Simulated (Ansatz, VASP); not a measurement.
**MnHg in VASP and in Ansatz**

```xyz
2
Lattice="3.3150 0.0000 0.0000 0.0000 3.3150 0.0000 0.0000 0.0000 3.3150" Properties=species:S:1:pos:R:3 pbc="T T T"
Mn    1.6575    1.6575    1.6575
Hg    0.0000    0.0000    0.0000
```

Alike in both runs: task single point; functional PBE; k mesh 12 × 12 × 12; occupations gaussian, width 0.1 eV; collinear spin.

|  | VASP | Ansatz |
| --- | --- | --- |
| version | VASP 6.6.1 | Ansatz 0.2.0 |
| potentials or method | VASP PAW PBE potentials, release 64 (Mn_pv, Hg), cutoff 500 eV | scalar-relativistic, plane waves, PAW |
| valence electrons in the cell | 25 | 35 |

```tsv
	VASP	Ansatz	Ansatz less VASP
gap on the k mesh at the Fermi level (eV)	none	none	-
pressure (GPa)	1.1	0.7	-0.40
net moment per atom (μB)	1.96	1.96	-0.002
size of the moment on the site where the two differ most (μB)	3.84	3.89	+0.054
```

Site moments also hang on the region over which each program counts them. A gap of «none» marks a metal or a gap that the smearing closes. VASP's potentials hold 25 valence electrons a cell and Ansatz's 35, so a difference there can come from the potentials and not from the codes.

Spin-orbit coupling is off throughout.
